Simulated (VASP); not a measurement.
A run of VASP 6.6.1 is set up as follows.

INCAR

```
SYSTEM = KCl
  PREC = Accurate
  ENCUT = 500
  EDIFF = 1E-6
  ISMEAR = 0
  SIGMA = 0.01
  LREAL = .False.
  LASPH = .True.
  NELM = 120
  ALGO = Normal
  ISIF = 2
  LWAVE = .False.
  LCHARG = .False.
  GGA = PS
  NBANDS = 15
  GGA_COMPAT = .False.
```

File KPOINTS:

```
Automatic mesh
0
Gamma
  5 5 5
  0 0 0
```

The input POSCAR:

```
KCl
1.0
    3.8391960000      0.0000000000      0.0000000000
    0.0000000000      3.8391960000      0.0000000000
    0.0000000000      0.0000000000      3.8391960000
K Cl
1 1
Direct
    0.0000000000      0.0000000000      0.0000000000
    0.5000000000      0.5000000000      0.5000000000
```

Potentials or basis: VASP PAW PBE potentials, release 64 (K_sv, Cl).

Command:

```sh
$ cat potpaw_PBE.64/K_sv/POTCAR potpaw_PBE.64/Cl/POTCAR > POTCAR
$ mpirun -np 1 vasp_std > vasp.out
```

**Question.** What does it give for the band gap on the k mesh?

**Answer.** 4.66 eV (least direct gap 4.83 eV).

**Question.** Estimate the pressure.

**Answer.** -1.4 GPa.

Caveat: the PAW data sets were made with another functional, which shifts forces and pressure a little; an odd mesh through Γ misses points on the zone boundary, where band edges can lie.
